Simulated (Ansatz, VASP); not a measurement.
**Two plane-wave programs on WSe2**

```
Se W
1.0
     3.28549    0.00000    0.00000
    -1.64275    2.84532    0.00000
     0.00000    0.00000   24.23865
Se W
4 2
Direct
  0.33333 0.66667 0.18565
  0.33333 0.66667 0.32466
  0.33333 0.16667 0.46122
  0.33333 0.16667 0.60023
  0.66667 0.33333 0.25516
  0.66667 0.83333 0.53072
```

Alike in both runs: task single point; functional PBE; dispersion D3(BJ); k mesh 9 × 9 × 1; occupations gaussian, width 0.05 eV; no spin polarisation.

```csv
,VASP,Ansatz
version,VASP 6.6.1,Ansatz 0.2.0
potentials or method,"VASP PAW PBE potentials, release 64 (Se, W_sv), cutoff 520 eV","scalar-relativistic, plane waves, PAW"
valence electrons in the cell,52,92
```

|  | VASP | Ansatz | Ansatz less VASP |
| --- | --- | --- | --- |
| gap on the k mesh at the Fermi level (eV) | 1.54 | 1.53 | -0.001 |
| least direct gap on the mesh (eV) | 1.66 | 1.66 | +0.004 |
| rms of the force components (eV/Å) | 0.029 | 0.014 | -0.0146 |

VASP's potentials hold 52 valence electrons a cell and Ansatz's 92, so a difference there can come from the potentials and not from the codes.

Spin-orbit coupling is off throughout.
